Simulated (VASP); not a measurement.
# KPdO3 (Pm-3m) in VASP: a series of runs

The runs below take KPdO3 through single point, with LDA.

Program: VASP 6.6.1. These are calculated values, not measurements. Logs are shortened: lines on timing, memory, paths and dates and some standing lists are left out, and cuts for length are marked.

## Step 1: The cell of the first run

The structure is cubic, space group Pm-3m (No. 221). The conventional cell has a = 4.070 Å, b = 4.070 Å, c = 4.070 Å, α = 90.00°, β = 90.00°, γ = 90.00°. Within 3.8 Å of K (site symmetry m-3m) lie 12 O at 2.88 Å and 8 Pd at 3.52 Å. Within 2.7 Å of Pd (site symmetry m-3m) lie 6 O at 2.04 Å. O (site symmetry 4/mmm) has 2 Pd at 2.04 Å within 2.7 Å.

## Step 2: Single point, LDA

Input file INCAR:

```
SYSTEM = KPdO3
  PREC = Accurate
  ENCUT = 520
  EDIFF = 1E-7
  ISMEAR = 0
  SIGMA = 0.5
  LREAL = .FALSE.
  LASPH = .TRUE.
  NELM = 80
  ALGO = Normal
  ISIF = 2
  LWAVE = .FALSE.
  LCHARG = .TRUE.
  LELF = .TRUE.
  LVHAR = .TRUE.
  NBANDS = 26
```

Input file KPOINTS:

```
regular mesh
0
G
  5 5 5
  0 0 0
```

Input file POSCAR:

```
KPdO3
1.0
    4.0700760000      0.0000000000      0.0000000000
    0.0000000000      4.0700760000      0.0000000000
    0.0000000000      0.0000000000      4.0700760000
K Pd O
1 1 3
Direct
    0.0000000000      0.0000000000      0.0000000000
    0.5000000000      0.5000000000      0.5000000000
    0.5000000000      0.5000000000      0.0000000000
    0.5000000000      0.0000000000      0.5000000000
    0.0000000000      0.5000000000      0.5000000000
```

Potentials or basis: VASP PAW LDA potentials, release 64 (K_sv, Pd, O).

Launch:

```bash
$ cat potpaw_LDA.64/K_sv/POTCAR potpaw_LDA.64/Pd/POTCAR potpaw_LDA.64/O/POTCAR > POTCAR
$ mpirun -np 1 vasp_std > vasp.out
```

OUTCAR:

```text
SYSTEM = KPdO3
   PREC = Accurate
   ENCUT = 520
   EDIFF = 1E-7
   ISMEAR = 0
   LREAL = .FALSE.
   LASPH = .TRUE.
   NELM = 80
   ISIF = 2

 ion  position               nearest neighbor table
   1  0.000  0.000  0.000-   3 2.88   4 2.88   5 2.88   4 2.88   5 2.88   3 2.88   5 2.88   5 2.88
                             3 2.88   4 2.88   4 2.88   3 2.88   2 3.52   2 3.52   2 3.52   2 3.52
   2  0.500  0.500  0.500-   3 2.04   4 2.04   5 2.04   3 2.04   4 2.04   5 2.04   1 3.52   1 3.52
                             1 3.52   1 3.52   1 3.52   1 3.52   1 3.52   1 3.52
   3  0.500  0.500  0.000-   2 2.04   2 2.04   1 2.88   1 2.88   1 2.88   1 2.88
   4  0.500  0.000  0.500-   2 2.04   2 2.04   1 2.88   1 2.88   1 2.88   1 2.88
   5  0.000  0.500  0.500-   2 2.04   2 2.04   1 2.88   1 2.88   1 2.88   1 2.88

  LATTYP: Found a simple cubic cell.
 ALAT       =     4.0700760000

  Lattice vectors:

 A1 = (   4.0700760000,   0.0000000000,   0.0000000000)
 A2 = (   0.0000000000,   4.0700760000,   0.0000000000)
 A3 = (   0.0000000000,   0.0000000000,   4.0700760000)

Analysis of symmetry for initial positions (statically):
=====================================================================
 Subroutine PRICEL returns:
 Original cell was already a primitive cell.

 Routine SETGRP: Setting up the symmetry group for a
 simple cubic supercell.

 Subroutine GETGRP returns: Found 48 space group operations
 (whereof 48 operations were pure point group operations)
 out of a pool of 48 trial point group operations.

The static configuration has the point symmetry O_h .

Analysis of symmetry for dynamics (positions and initial velocities):
=====================================================================
 Subroutine PRICEL returns:
 Original cell was already a primitive cell.

 Routine SETGRP: Setting up the symmetry group for a
 simple cubic supercell.

 Subroutine GETGRP returns: Found 48 space group operations
 (whereof 48 operations were pure point group operations)
 out of a pool of 48 trial point group operations.

The dynamic configuration has the point symmetry O_h .

 Subroutine INISYM returns: Found 48 space group operations
 (whereof 48 operations are pure point group operations),
 and found     1 'primitive' translations

----------------------------------------------------------------------------------------

                                     Primitive cell

  volume of cell :      67.4229

  direct lattice vectors                    reciprocal lattice vectors
     4.070076000  0.000000000  0.000000000     0.245695658  0.000000000  0.000000000
     0.000000000  4.070076000  0.000000000     0.000000000  0.245695658  0.000000000
     0.000000000  0.000000000  4.070076000     0.000000000  0.000000000  0.245695658

  length of vectors
     4.070076000  4.070076000  4.070076000     0.245695658  0.245695658  0.245695658

  position of ions in fractional coordinates (direct lattice)
     0.000000000  0.000000000  0.000000000
     0.500000000  0.500000000  0.500000000
     0.500000000  0.500000000  0.000000000
     0.500000000  0.000000000  0.500000000
     0.000000000  0.500000000  0.500000000

  ion indices of the primitive-cell ions
   primitive index   ion index
                 1           1
                 2           2
                 3           3
                 4           4
                 5           5

----------------------------------------------------------------------------------------

 KPOINTS: regular mesh

Automatic generation of k-mesh.
 Grid dimensions read from file:
 generate k-points for:    5    5    5

 Generating k-lattice:

  Cartesian coordinates                     Fractional coordinates (reciprocal lattice)
     0.049139132  0.000000000  0.000000000     0.200000000  0.000000000  0.000000000
     0.000000000  0.049139132  0.000000000     0.000000000  0.200000000  0.000000000
     0.000000000  0.000000000  0.049139132     0.000000000  0.000000000  0.200000000

  Length of vectors
     0.049139132  0.049139132  0.049139132

  Shift w.r.t. Gamma in fractional coordinates (k-lattice)
     0.000000000  0.000000000  0.000000000

 Subroutine IBZKPT returns following result:
 ===========================================

 Found     10 irreducible k-points:

 Following reciprocal coordinates:
            Coordinates               Weight
  0.000000  0.000000  0.000000      1.000000
  0.200000  0.000000  0.000000      6.000000
  0.400000  0.000000  0.000000      6.000000
  0.200000  0.200000  0.000000     12.000000
  0.400000  0.200000  0.000000     24.000000
  0.400000  0.400000  0.000000     12.000000
  0.200000  0.200000  0.200000      8.000000
  0.400000  0.200000  0.200000     24.000000
  0.400000  0.400000  0.200000     24.000000
  0.400000  0.400000  0.400000      8.000000
   k-points           NKPTS =     10   k-points in BZ     NKDIM =     10   number of bands    NBANDS=     26
   number of dos      NEDOS =    301   number of ions     NIONS =      5
   total plane-waves  NPLWV =  27000
   dimension x,y,z NGX =    30 NGY =   30 NGZ =   30
   dimension x,y,z NGXF=    60 NGYF=   60 NGZF=   60
   ions per type =               1   1   3
   NGX,Y,Z   is equivalent  to a cutoff of  12.25, 12.25, 12.25 a.u.
   NGXF,Y,Z  is equivalent  to a cutoff of  24.51, 24.51, 24.51 a.u.
 SYSTEM =  KPdO3
   PREC   = accura    normal or accurate (medium, high low for compatibility)
   ISTART =      0    job   : 0-new  1-cont  2-samecut
   ICHARG =      2    charge: 1-file 2-atom 10-const
   ISPIN  =      1    spin polarized calculation?
   LNONCOLLINEAR =      F non collinear calculations
   LSORBIT =      F    spin-orbit coupling
   LASPH  =      T    aspherical Exc in radial PAW
   ENCUT  =  520.0 eV  38.22 Ry    6.18 a.u.   7.57  7.57  7.57*2*pi/ulx,y,z
   NELM   =     80;   NELMIN=  2; NELMDL= -5     # of ELM steps
   EDIFF  = 0.1E-06   stopping-criterion for ELM
   LREAL  =      F    real-space projection
   EDIFFG = 0.1E-05   stopping-criterion for IOM
   NSW    =      0    number of steps for IOM
   IBRION =     -1    ionic relax: 0-MD 1-quasi-New 2-CG
   NFREE  =      0    steps in history (QN), initial steepest desc. (CG)
   ISIF   =      2    stress and relaxation
   ISYM   =      2    0-nonsym 1-usesym 2-fastsym
   POTIM  = 0.5000    time-step for ionic-motion
   TEBEG  =    0.0;   TEEND  =   0.0 temperature during run
   PSTRESS=    0.0 pullay stress
   NELECT =      37.0000    total number of electrons
   NUPDOWN=      -1.0000    fix difference up-down
   EMIN   =  10.00;   EMAX   =-10.00  energy-range for DOS
   EFERMI =   0.00;   METHOD = LEGACY
   ISMEAR =     0;   SIGMA  =   0.50  broadening in eV -4-tet -1-fermi 0-gaus
   EFERMI_NEDOS =   21; number of points for ismear=-14 and -15
   IALGO  =     38    algorithm
   IMIX   =      4    mixing-type and parameters
     AMIX     =   0.40;   BMIX     =  1.00
     AMIX_MAG =   1.60;   BMIX_MAG =  1.00
  volume/ion in A,a.u.               =      13.48        91.00
  Fermi-wavevector in a.u.,A,eV,Ry     =   1.340313  2.532824 24.442035  1.796439
  Thomas-Fermi vector in A             =   2.468636
   LORBIT       =      0    0 simple, 1 ext, 2 COOP (PROOUT), +10 PAW based schemes
   GGA     = CA    functional components
   LHFCALC =     F    Hartree Fock is set to
   AEXX    =    0.0000 exact exchange contribution
   IVDW    =     0    specifies the selected vdW correction
   LEPSILON=     F    determine dielectric tensor
   LRPA    =     F    only Hartree local field effects (RPA)
 non-spin polarized calculation
 Gauss-broadening in eV      SIGMA  =   0.50
  energy-cutoff  :      520.00
  volume of cell :       67.42
 maximum number of plane-waves:      1839
 NGX is ok and might be reduce to    30
   NGX = 15   NGY = 15   NGZ = 15

 number of electron      36.9999984 magnetization

 Free energy of the ion-electron system (eV)
  ---------------------------------------------------
  ext. energy  EPLUGINS =         0.00000000
  ---------------------------------------------------
  free energy    TOTEN  =       -27.49727841 eV

  energy without entropy =      -26.74576276  energy(sigma->0) =      -27.12152059

 E-fermi :   1.6070     XC(G=0): -11.0465

 val. band max:        1.5971535422   @ k =   0.4000   0.2000   0.0000
 cond. band min:       1.6352252632   @ k =   0.4000   0.0000   0.0000
 fundamental gap:      0.0380717210
 Fermi energy:         1.6069906398

 k-point     1 :       0.0000    0.0000    0.0000
  band No.  band energies     occupation
      1     -25.1274      2.00000
      2     -15.5730      2.00000
      3     -14.7386      2.00000
      4     -14.7386      2.00000
      5      -8.9003      2.00000
      6      -8.9003      2.00000
[... 18 lines left out ...]
     25      12.2558      0.00000
     26      12.2566      0.00000

 k-point     2 :       0.2000    0.0000    0.0000
  band No.  band energies     occupation
      1     -25.1208      2.00000
      2     -15.4985      2.00000
      3     -14.7321      2.00000
      4     -14.7024      2.00000
      5      -8.8856      2.00000
      6      -8.8856      2.00000
[... 18 lines left out ...]
     25      12.2554      0.00000
     26      12.4165      0.00000

 k-point     3 :       0.4000    0.0000    0.0000
  band No.  band energies     occupation
      1     -25.1101      2.00000
      2     -15.4123      2.00000
      3     -14.7215      2.00000
      4     -14.5893      2.00000
      5      -8.8616      2.00000
      6      -8.8616      2.00000
[... 18 lines left out ...]
     25      12.2546      0.00000
     26      12.6510      0.00000

 k-point     4 :       0.2000    0.2000    0.0000
  band No.  band energies     occupation
      1     -25.1147      2.00000
      2     -15.4054      2.00000
      3     -14.7042      2.00000
      4     -14.6954      2.00000
      5      -8.9038      2.00000
      6      -8.8696      2.00000
[... 18 lines left out ...]
     25      12.3636      0.00000
     26      12.4687      0.00000

 k-point     5 :       0.4000    0.2000    0.0000
  band No.  band energies     occupation
      1     -25.1049      2.00000
      2     -15.2860      2.00000
      3     -14.6905      2.00000
      4     -14.6011      2.00000
      5      -8.8842      2.00000
      6      -8.8434      2.00000
[... 18 lines left out ...]
     25      12.4802      0.00000
     26      12.5465      0.00000

 k-point     6 :       0.4000    0.4000    0.0000
  band No.  band energies     occupation
      1     -25.0964      2.00000
      2     -15.0870      2.00000
      3     -14.6183      2.00000
      4     -14.6168      2.00000
      5      -8.9042      2.00000
      6      -8.8771      2.00000
[... 18 lines left out ...]
     25      12.3846      0.00000
     26      12.8538      0.00000

 k-point     7 :       0.2000    0.2000    0.2000
  band No.  band energies     occupation
      1     -25.1091      2.00000
      2     -15.2968      2.00000
      3     -14.6833      2.00000
      4     -14.6833      2.00000
      5      -8.9173      2.00000
      6      -8.9173      2.00000
[... 18 lines left out ...]
     25      12.4446      0.00000
     26      12.4507      0.00000

 k-point     8 :       0.4000    0.2000    0.2000
  band No.  band energies     occupation
      1     -25.0999      2.00000
      2     -15.1501      2.00000
      3     -14.6636      2.00000
      4     -14.6006      2.00000
      5      -8.9400      2.00000
      6      -8.9007      2.00000
[... 18 lines left out ...]
     25      12.0992      0.00000
     26      12.6464      0.00000

 k-point     9 :       0.4000    0.4000    0.2000
  band No.  band energies     occupation
      1     -25.0919      2.00000
      2     -14.9341      2.00000
      3     -14.5984      2.00000
      4     -14.5964      2.00000
      5      -8.9695      2.00000
      6      -8.9662      2.00000
[... 18 lines left out ...]
     25      12.2010      0.00000
     26      13.1975      0.00000

 k-point    10 :       0.4000    0.4000    0.4000
  band No.  band energies     occupation
      1     -25.0846      2.00000
      2     -14.6717      2.00000
      3     -14.5603      2.00000
      4     -14.5603      2.00000
      5      -9.0671      2.00000
      6      -9.0671      2.00000
[... 18 lines left out ...]
     25      12.5998      0.00000
     26      13.2720      0.00000

------------------------ aborting loop because EDIFF is reached ----------------------------------------

  FORCE on cell =-STRESS in cart. coord.  units (eV):
  Direction    XX          YY          ZZ          XY          YZ          ZX
  --------------------------------------------------------------------------------------
  -------------------------------------------------------------------------------------
  Total       -4.9682057     -4.9682057     -4.9682057      0.0000000     -0.0000000      0.0000000
  in kB     -118.0599499   -118.0599499   -118.0599499      0.0000000     -0.0000000      0.0000000
  external PRESSURE =    -118.0599499 kB  Pullay stress =       0.0000000 kB

 VOLUME and BASIS-vectors are now :
 -----------------------------------------------------------------------------
  energy-cutoff  :      520.00
  volume of cell :       67.42
      direct lattice vectors                 reciprocal lattice vectors
     4.070076000  0.000000000  0.000000000     0.245695658  0.000000000  0.000000000
     0.000000000  4.070076000  0.000000000     0.000000000  0.245695658  0.000000000
     0.000000000  0.000000000  4.070076000     0.000000000  0.000000000  0.245695658

 POSITION                                       TOTAL-FORCE (eV/Angst)
 -----------------------------------------------------------------------------------
      0.00000      0.00000      0.00000         0.000000      0.000000      0.000000
      2.03504      2.03504      2.03504         0.000000      0.000000      0.000000
      2.03504      2.03504      0.00000         0.000000      0.000000      0.000000
      2.03504      0.00000      2.03504         0.000000      0.000000      0.000000
      0.00000      2.03504      2.03504         0.000000      0.000000      0.000000
 -----------------------------------------------------------------------------------
    total drift:                                0.000000      0.000000     -0.000000

  FREE ENERGIE OF THE ION-ELECTRON SYSTEM (eV)
  ---------------------------------------------------
  free  energy   TOTEN  =       -27.4972784092 eV

  energy  without entropy=      -26.7457627641  energy(sigma->0) =      -27.12152059
```

Run time: 37 s. Hardware: 1 thread of Intel Xeon 8259CL, shared host; peak memory 0.15 GiB.

What came out:

| Property | Result |
| --- | --- |
| Free energy | -27.4973 eV |
| Pressure | -11.8 GPa |

Levels at points of the mesh, in eV from the Fermi level:
```tsv
k point	band 16	band 17	band 18	band 19	band 20	band 21	band 22	band 23
(0.00, 0.00, 0.00)	-1.04	-1.04	-1.04	-0.82	-0.82	-0.82	6.02	8.08
```

Caveat: an odd number of electrons without spin polarisation forces a metal; a magnetic or distorted state may lie lower.

## Step 3: Single point, LDA

Input file INCAR:

```
SYSTEM = KPdO3
PREC     = Accurate       ! precision mode
ENCUT    = 520            ! plane-wave cutoff, eV
EDIFF    = 1E-6           ! SCF threshold, eV
ISMEAR   = 0              ! smearing method
SIGMA    = 0.3            ! smearing width, eV
LREAL    = .FALSE.        ! projectors in reciprocal space
LASPH    = .TRUE.         ! aspherical terms in the spheres
NELM     = 60             ! most SCF steps
ALGO     = Normal         ! electronic algorithm
ISIF     = 2              ! what is computed and relaxed
LWAVE    = .FALSE.        ! write WAVECAR
LCHARG   = .FALSE.        ! write CHGCAR
NBANDS   = 26             ! bands
```

Input file KPOINTS:

```
Automatic mesh
0
G
  5 5 5
  0 0 0
```

POSCAR is that of step 2.

Potentials or basis: VASP PAW LDA potentials, release 64 (K_sv, Pd, O).

Launch:

```bash
$ cat potpaw_LDA.64/K_sv/POTCAR potpaw_LDA.64/Pd/POTCAR potpaw_LDA.64/O/POTCAR > POTCAR
$ mpirun -np 1 vasp_std > vasp.out
```

It took 51 s on 1 thread of Intel Xeon 8259CL, shared host; peak memory 0.15 GiB.

It converged, with:

* Free energy: -27.2195 eV
* Pressure: -12.2 GPa

Levels at points of the mesh, in eV from the Fermi level:
```
           k point  band 16  band 17  band 18  band 19  band 20  band 21  band 22  band 23
(0.00, 0.00, 0.00)    -0.97    -0.97    -0.97    -0.76    -0.76    -0.76     6.07     8.13
```

Caveat: an odd number of electrons without spin polarisation forces a metal; a magnetic or distorted state may lie lower.
